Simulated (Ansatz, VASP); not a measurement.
## Two plane-wave programs on Be2Sb

```
CELL_PARAMETERS angstrom
4.38805 0.00000 0.00000
0.00000 5.35558 0.00000
0.00000 0.00000 3.34332
ATOMIC_POSITIONS crystal
Be 0.20040 0.37870 0.00000
Be 0.79960 0.62130 0.00000
Be 0.70040 0.12130 0.50000
Be 0.29960 0.87870 0.50000
Sb 0.00000 0.00000 0.00000
Sb 0.50000 0.50000 0.50000
```

Alike in both runs: task relaxation of cell and atoms; functional PBE; k mesh 4 × 4 × 6; occupations gaussian, width 0.1 eV; no spin polarisation.

```csv
,VASP,Ansatz
version,VASP 6.6.1,Ansatz 0.2.0
potentials or method,"VASP PAW PBE potentials, release 64 (Be, Sb), cutoff 600 eV","scalar-relativistic, plane waves, PAW"
valence electrons in the cell,18,38
```

Ansatz gave:

- gap on the k mesh at the Fermi level, each at its own relaxed structure (eV): none
- relaxed volume (Å³/atom): 16.49
- relaxed cell length with the largest relative difference (Å): 4.747

**Question.** What did VASP give for the same quantities?

**Answer.** gap on the k mesh at the Fermi level, each at its own relaxed structure (eV): none; relaxed volume (Å³/atom): 16.61; relaxed cell length with the largest relative difference (Å): 4.786.

A gap of «none» marks a metal or a gap that the smearing closes. VASP's potentials hold 18 valence electrons a cell and Ansatz's 38, so a difference there can come from the potentials and not from the codes.

Neither program's run includes spin-orbit coupling. Noted on VASP's run: the volume moved by over 15 % at a fixed basis, so the end points are rough.
